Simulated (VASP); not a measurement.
Wanted: the native input for a VASP 6.6.1 run.

```yaml
Task: single point
Functional: PBEsol
Potentials_or_basis: VASP PAW PBE potentials, release 64 (Lu)
Cutoff: 520 eV
k_mesh: 14 × 14 × 8
Occupations: gaussian, width 0.05 eV
Spin: no spin polarisation
Dipole_correction: no
Further_INCAR_settings: ALGO = Normal; EDIFF = 1e-07; NBANDS = 32
```

The structure of Lu lies in POSCAR:

```
Lu
1.0
    3.4428632356      0.0000000000      0.0000000000
   -1.7214316178      2.9816070238      0.0000000000
    0.0000000000      0.0000000000      5.3498366630
Lu
2
Direct
    0.3333333333      0.6666666667      0.7500000000
    0.6666666667      0.3333333333      0.2500000000
```

One way to write it, as run:

INCAR

```
ALGO = Normal ; EDIFF = 1E-7
ENCUT = 520 ; GGA = PS
ISIF = 2 ; ISMEAR = 0
LASPH = T ; LCHARG = F
LREAL = F ; LWAVE = F
NBANDS = 32 ; NELM = 60
PREC = Accurate ; SIGMA = 0.05
```

KPOINTS

```
k-points
0
Gamma
  14 14 8
```

Potentials or basis: VASP PAW PBE potentials, release 64 (Lu).

Run with:

```sh
$ cat potpaw_PBE.64/Lu/POTCAR > POTCAR
$ mpirun -np 1 vasp_std > vasp.out
```

It gave:

```yaml
Pressure: 0.1 GPa
Band_gap_on_the_k_mesh: zero (bands 25 and 26 overlap by 1.92 eV)
```

Caveat: the PAW data sets were made with another functional, which shifts forces and pressure a little; spin-orbit coupling is left out, which moves the levels of the heavy elements.

It took 5.7 min on 1 thread of Intel Xeon 8259CL (shared host), peak memory 0.3 GiB.
